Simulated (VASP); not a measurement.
Here is a VASP 6.6.1 calculation.

File INCAR:

```
SYSTEM = ZrSi3O8
ALGO = Normal ; EDIFF = 1E-7
ENCUT = 520 ; GGA = PE
ISIF = 2 ; ISMEAR = 0
LASPH = .True. ; LCHARG = .False.
LREAL = .False. ; LWAVE = .False.
NBANDS = 48 ; NELM = 60
PREC = Accurate ; SIGMA = 0.02
```

The input KPOINTS:

```
k-points
0
Gamma
  6 4 4
  0 0 0
```

File POSCAR:

```
ZrSi3O8
1.0
    5.0507925438      0.0000000000      0.0000000000
    0.0000000000      5.8222045663      0.0000000000
    0.0000000000      0.0000000000      5.8633224679
Zr Si O
1 3 8
Direct
    0.0000000000      0.0000000000      0.0000000000
    0.5000000000      0.0000000000      0.0000000000
    0.0000000000      0.5000000000      0.5000000000
    0.5000000000      0.5000000000      0.5000000000
    0.2957785288      0.8434903665      0.1551865272
    0.7539516557      0.3587721605      0.6398730406
    0.7042214712      0.1565096335      0.1551865272
    0.2460483443      0.6412278395      0.6398730406
    0.2460483443      0.3587721605      0.3601269594
    0.7042214712      0.8434903665      0.8448134728
    0.7539516557      0.6412278395      0.3601269594
    0.2957785288      0.1565096335      0.8448134728
```

Potentials or basis: VASP PAW PBE potentials, release 64 (Zr_sv, Si, O).

The run is started by

```bash
$ cat potpaw_PBE.64/Zr_sv/POTCAR potpaw_PBE.64/Si/POTCAR potpaw_PBE.64/O/POTCAR > POTCAR
$ mpirun -np 1 vasp_std > vasp.out
```

Task: Estimate the largest force.

Result: 0.099 eV/Å.

Task: Predict the band gap on the k mesh.

Result: 3.96 eV.

Task: Estimate the pressure.

Result: 0.4 GPa.

Stress tensor (GPa, compression positive):
```
0.86 0.00 0.00
0.00 0.16 0.00
0.00 0.00 0.08
```

A k mesh can miss the band edges.
